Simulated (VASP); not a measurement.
# CS2 in VASP: single point with PBE+D3(BJ)

Aim: the single point of CS2 with PBE+D3(BJ).

Program: VASP 6.6.1. These are calculated values, not measurements. Logs are shortened: lines on timing, memory, paths and dates and some standing lists are left out, and cuts for length are marked.

### 1 The cell of the first run

The cell holds a disordered packing, 24 atoms: a = 9.583 Å, b = 9.583 Å, c = 9.583 Å, α = 90.00°, β = 90.00°, γ = 90.00°.

### 2 Single point, PBE+D3(BJ)

INCAR

```
SYSTEM = CS2
PREC = Accurate
ENCUT = 1000
EDIFF = 1E-6
ISMEAR = -1
SIGMA = 0.05
LREAL = Auto
LASPH = .TRUE.
NELM = 120
ALGO = Normal
ISIF = 2
LWAVE = .FALSE.
LCHARG = .FALSE.
GGA = PE
IVDW = 12
NBANDS = 82
GGA_COMPAT = .FALSE.
```

KPOINTS

```
regular mesh
0
G
  1 1 1
  0 0 0
```

POSCAR

```
CS2
1.0
    9.5828400000      0.0000000000      0.0000000000
    0.0000000000      9.5828400000      0.0000000000
    0.0000000000      0.0000000000      9.5828400000
S C
16 8
Direct
    0.0421273860      0.9721022160      0.9071632209
    0.2228253837      0.7436939362      0.7575937822
    0.3872234118      0.5057999507      0.4165675311
    0.5145551841      0.5280271819      0.1132753964
    0.8556023058      0.9146975218      0.5204511397
    0.5444001987      0.8121809401      0.5676709618
    0.6913295015      0.4844075452      0.7338638650
    0.7522195925      0.2362034637      0.9363716810
    0.9014133597      0.6365962491      0.0302728627
    1.1307086417      0.4286829374      0.1273839488
    0.3359025091      0.9102938169      0.1691460987
    0.6527188182      0.9496036666      0.1456144525
    0.7641054218      0.3121099799      0.3408071094
    0.9537986651      0.5496074233      0.4501483902
    0.1502999111      0.3362677453      0.7542544799
    0.4149396212      0.1726628014      0.6601174600
    0.1360452642      0.8557797062      0.8352534322
    0.4581835865      0.5152960918      0.2698678054
    0.6995212275      0.8592024911      0.5448071762
    0.7269035067      0.3555104750      0.8288878871
    1.0238614023      0.5382955366      0.0721393658
    0.4900426178      0.9395544536      0.1596082164
    0.8499776684      0.4375216533      0.3966151997
    0.2803448664      0.2463465945      0.7070137871
```

Potentials or basis: VASP PAW PBE potentials, release 64 (S, C_h).

Started as:

```sh
cat potpaw_PBE.64/S/POTCAR potpaw_PBE.64/C_h/POTCAR > POTCAR
mpirun -np 1 vasp_gam > vasp.out
```

OUTCAR:

```text
SYSTEM = CS2
   PREC = Accurate
   ENCUT = 1000
   EDIFF = 1E-6
   ISMEAR = -1
   LREAL = Auto
   LASPH = .TRUE.
   NELM = 120
   ISIF = 2
   GGA = PE
   IVDW = 12
 IVDW          = 12

 ion  position               nearest neighbor table
   1  0.042  0.972  0.907-  17 1.59
   2  0.223  0.744  0.758-  17 1.55
   3  0.387  0.506  0.417-  18 1.56
   4  0.515  0.528  0.113-  18 1.60
   5  0.856  0.915  0.520-  19 1.60
   6  0.544  0.812  0.568-  19 1.57
[... 8 lines left out ...]
  15  0.150  0.336  0.754-  24 1.58
  16  0.415  0.173  0.660-  24 1.54
  17  0.136  0.856  0.835-   2 1.55   1 1.59
  18  0.458  0.515  0.270-   3 1.56   4 1.60
  19  0.700  0.859  0.545-   6 1.57   5 1.60
  20  0.727  0.356  0.829-   8 1.56   7 1.57
  21  0.024  0.538  0.072-   9 1.56  10 1.56
  22  0.490  0.940  0.160-  11 1.51  12 1.57
  23  0.850  0.438  0.397-  14 1.55  13 1.55
  24  0.280  0.246  0.707-  16 1.54  15 1.58

  LATTYP: Found a simple cubic cell.
 ALAT       =     9.5828400000

  Lattice vectors:

 A1 = (   9.5828400000,   0.0000000000,   0.0000000000)
 A2 = (   0.0000000000,   9.5828400000,   0.0000000000)
 A3 = (   0.0000000000,   0.0000000000,   9.5828400000)

Analysis of symmetry for initial positions (statically):
=====================================================================
 Subroutine PRICEL returns:
 Original cell was already a primitive cell.

 Routine SETGRP: Setting up the symmetry group for a
 simple cubic supercell.

 Subroutine GETGRP returns: Found  1 space group operations
 (whereof  1 operations were pure point group operations)
 out of a pool of 48 trial point group operations.

The static configuration has the point symmetry C_1 .

Analysis of symmetry for dynamics (positions and initial velocities):
=====================================================================
 Subroutine PRICEL returns:
 Original cell was already a primitive cell.

 Routine SETGRP: Setting up the symmetry group for a
 simple cubic supercell.

 Subroutine GETGRP returns: Found  1 space group operations
 (whereof  1 operations were pure point group operations)
 out of a pool of 48 trial point group operations.

The dynamic configuration has the point symmetry C_1 .

 Subroutine INISYM returns: Found  1 space group operations
 (whereof  1 operations are pure point group operations),
 and found     1 'primitive' translations

----------------------------------------------------------------------------------------

                                     Primitive cell

  volume of cell :     880.0001

  direct lattice vectors                    reciprocal lattice vectors
     9.582840000  0.000000000  0.000000000     0.104353198  0.000000000  0.000000000
     0.000000000  9.582840000  0.000000000     0.000000000  0.104353198  0.000000000
     0.000000000  0.000000000  9.582840000     0.000000000  0.000000000  0.104353198

  length of vectors
     9.582840000  9.582840000  9.582840000     0.104353198  0.104353198  0.104353198

  position of ions in fractional coordinates (direct lattice)
     0.042127386  0.972102216  0.907163221
     0.222825384  0.743693936  0.757593782
     0.387223412  0.505799951  0.416567531
     0.514555184  0.528027182  0.113275396
     0.855602306  0.914697522  0.520451140
     0.544400199  0.812180940  0.567670962
[... 16 lines left out ...]
     0.849977668  0.437521653  0.396615200
     0.280344866  0.246346594  0.707013787

  ion indices of the primitive-cell ions
   primitive index   ion index
                 1           1
                 2           2
                 3           3
                 4           4
                 5           5
                 6           6
[... 16 lines left out ...]
                23          23
                24          24

----------------------------------------------------------------------------------------

 KPOINTS: regular mesh

Automatic generation of k-mesh.
 Grid dimensions read from file:
 generate k-points for:    1    1    1

 Generating k-lattice:

  Cartesian coordinates                     Fractional coordinates (reciprocal lattice)
     0.104353198  0.000000000  0.000000000     1.000000000  0.000000000  0.000000000
     0.000000000  0.104353198  0.000000000     0.000000000  1.000000000  0.000000000
     0.000000000  0.000000000  0.104353198     0.000000000  0.000000000  1.000000000

  Length of vectors
     0.104353198  0.104353198  0.104353198

  Shift w.r.t. Gamma in fractional coordinates (k-lattice)
     0.000000000  0.000000000  0.000000000

 Subroutine IBZKPT returns following result:
 ===========================================

 Found      1 irreducible k-points:

 Following reciprocal coordinates:
            Coordinates               Weight
  0.000000  0.000000  0.000000      1.000000
   k-points           NKPTS =      1   k-points in BZ     NKDIM =      1   number of bands    NBANDS=     82
   number of dos      NEDOS =    301   number of ions     NIONS =     24
   total plane-waves  NPLWV = ******
   dimension x,y,z NGX =   100 NGY =  100 NGZ =  100
   dimension x,y,z NGXF=   200 NGYF=  200 NGZF=  200
   ions per type =              16   8
   NGX,Y,Z   is equivalent  to a cutoff of  17.35, 17.35, 17.35 a.u.
   NGXF,Y,Z  is equivalent  to a cutoff of  34.70, 34.70, 34.70 a.u.
 SYSTEM =  CS2
   PREC   = accura    normal or accurate (medium, high low for compatibility)
   ISTART =      0    job   : 0-new  1-cont  2-samecut
   ICHARG =      2    charge: 1-file 2-atom 10-const
   ISPIN  =      1    spin polarized calculation?
   LNONCOLLINEAR =      F non collinear calculations
   LSORBIT =      F    spin-orbit coupling
   LASPH  =      T    aspherical Exc in radial PAW
   ENCUT  = 1000.0 eV  73.50 Ry    8.57 a.u.  24.71 24.71 24.71*2*pi/ulx,y,z
   NELM   =    120;   NELMIN=  2; NELMDL= -5     # of ELM steps
   EDIFF  = 0.1E-05   stopping-criterion for ELM
   LREAL  =      T    real-space projection
   EDIFFG = 0.1E-04   stopping-criterion for IOM
   NSW    =      0    number of steps for IOM
   IBRION =     -1    ionic relax: 0-MD 1-quasi-New 2-CG
   NFREE  =      0    steps in history (QN), initial steepest desc. (CG)
   ISIF   =      2    stress and relaxation
   ISYM   =      2    0-nonsym 1-usesym 2-fastsym
   POTIM  = 0.5000    time-step for ionic-motion
   TEBEG  =    0.0;   TEEND  =   0.0 temperature during run
   PSTRESS=    0.0 pullay stress
   NELECT =     128.0000    total number of electrons
   NUPDOWN=      -1.0000    fix difference up-down
   EMIN   =  10.00;   EMAX   =-10.00  energy-range for DOS
   EFERMI =   0.00;   METHOD = LEGACY
   ISMEAR =    -1;   SIGMA  =   0.05  broadening in eV -4-tet -1-fermi 0-gaus
   EFERMI_NEDOS =   21; number of points for ismear=-14 and -15
   IALGO  =     38    algorithm
   IMIX   =      4    mixing-type and parameters
     AMIX     =   0.40;   BMIX     =  1.00
     AMIX_MAG =   1.60;   BMIX_MAG =  1.00
  volume/ion in A,a.u.               =      36.67       247.44
  Fermi-wavevector in a.u.,A,eV,Ry     =   0.860962  1.626982 10.085391  0.741255
  Thomas-Fermi vector in A             =   1.978545
   LORBIT       =      0    0 simple, 1 ext, 2 COOP (PROOUT), +10 PAW based schemes
   GGA     = PE    functional components
   LHFCALC =     F    Hartree Fock is set to
   AEXX    =    0.0000 exact exchange contribution
   IVDW    =    12    specifies the selected vdW correction
   LEPSILON=     F    determine dielectric tensor
   LRPA    =     F    only Hartree local field effects (RPA)
 non-spin polarized calculation
  energy-cutoff  :     1000.00
  volume of cell :      880.00
 maximum number of plane-waves:     31539
 NGX is ok and might be reduce to    98
   NGX = 49   NGY = 49   NGZ = 49

 number of electron     127.9999999 magnetization

 Free energy of the ion-electron system (eV)
  ---------------------------------------------------
  ext. energy  EPLUGINS =         0.00000000
  ---------------------------------------------------
  free energy    TOTEN  =      -132.94554086 eV

  energy without entropy =     -132.94554086  energy(sigma->0) =     -132.94554086

 E-fermi :  -0.7909     XC(G=0):  -6.0740

 val. band max:       -2.0350323905   @ k =   0.0000   0.0000   0.0000
 cond. band min:       1.0312286558   @ k =   0.0000   0.0000   0.0000
 fundamental gap:      3.0662610463
 Fermi energy:        -0.7908856055

 k-point     1 :       0.0000    0.0000    0.0000
  band No.  band energies     occupation
      1     -17.2270      2.00000
      2     -17.0297      2.00000
      3     -16.9838      2.00000
      4     -16.9604      2.00000
      5     -16.9145      2.00000
      6     -16.8689      2.00000
[... 68 lines left out ...]
     75       1.5594      0.00000
     76       1.6584      0.00000
 [bands above 76 left out]

------------------------ aborting loop because EDIFF is reached ----------------------------------------

 Edisp (eV)   -2.60196

 E8    (eV) :    -0.8702

  FORCE on cell =-STRESS in cart. coord.  units (eV):
  Direction    XX          YY          ZZ          XY          YZ          ZX
  --------------------------------------------------------------------------------------
  -------------------------------------------------------------------------------------
  Total      -3.45697    -3.58162    -5.60853     0.96449     0.52365     2.12129
  in kB      -6.29395    -6.52091   -10.21119     1.75601     0.95339     3.86215
  external pressure =       -7.68 kB  Pullay stress =        0.00 kB

 VOLUME and BASIS-vectors are now :
 -----------------------------------------------------------------------------
  energy-cutoff  :     1000.00
  volume of cell :      880.00
      direct lattice vectors                 reciprocal lattice vectors
     9.582840000  0.000000000  0.000000000     0.104353198  0.000000000  0.000000000
     0.000000000  9.582840000  0.000000000     0.000000000  0.104353198  0.000000000
     0.000000000  0.000000000  9.582840000     0.000000000  0.000000000  0.104353198

 POSITION                                       TOTAL-FORCE (eV/Angst)
 -----------------------------------------------------------------------------------
      0.40370      9.31550      8.69320         0.928277     -1.005968     -0.635843
      2.13530      7.12670      7.25990         0.164797     -0.243905     -0.008676
      3.71070      4.84700      3.99190         0.362579     -0.071521     -0.346369
      4.93090      5.06000      1.08550        -0.444965     -0.168855      1.815925
      8.19910      8.76540      4.98740        -1.915912     -0.720263      0.342490
      5.21690      7.78300      5.43990         0.769018      0.166900     -0.117014
[... 16 lines left out ...]
      8.14520      4.19270      3.80070         0.523190     -0.316501     -0.006641
      2.68650      2.36070      6.77520        -1.295672      1.302865      0.497439
 -----------------------------------------------------------------------------------
    total drift:                                0.036340      0.009175     -0.013526

  FREE ENERGIE OF THE ION-ELECTRON SYSTEM (eV)
  ---------------------------------------------------
  free  energy   TOTEN  =      -135.5474972955 eV

  energy  without entropy=     -135.5474972954  energy(sigma->0) =     -135.54749730
```

It took 3.3 min on 1 thread of Intel Xeon 6975P-C (Granite Rapids), shared host; peak memory 1.6 GiB.

What came out:

* Free energy: -135.5475 eV
* Pressure: -0.8 GPa
* Largest force: 2.886 eV/Å
* Dispersion energy per atom: -0.108 eV

Forces in eV/Å, atoms in the order of the input:
```
S    0.928 -1.006 -0.636
S    0.165 -0.244 -0.009
S    0.363 -0.072 -0.346
S   -0.445 -0.169  1.816
S   -1.916 -0.720  0.342
S    0.769  0.167 -0.117
S    0.249 -0.687  0.225
S    0.098  0.037 -0.252
S    0.188  0.073 -0.091
S    0.098  0.266 -0.280
S   -2.618 -0.221  0.229
S   -0.265  0.198  0.131
S   -0.401 -0.064 -0.044
S   -0.072  0.337  0.148
S    0.680 -0.669 -0.281
S    0.591 -0.606 -0.225
C   -1.063  1.280  0.543
C    0.054  0.234 -1.499
C    1.208  0.674 -0.230
C   -0.362  0.672  0.000
C   -0.349 -0.411  0.374
C    2.871 -0.056 -0.289
C    0.523 -0.317 -0.007
C   -1.296  1.303  0.497
```

Stress tensor (GPa, compression positive):
```
-0.63  0.18  0.39
 0.18 -0.65  0.10
 0.39  0.10 -1.02
```

Caveat: the k points lie up to 0.66 Å⁻¹ apart; the atoms stand as in a frame of molecular dynamics.
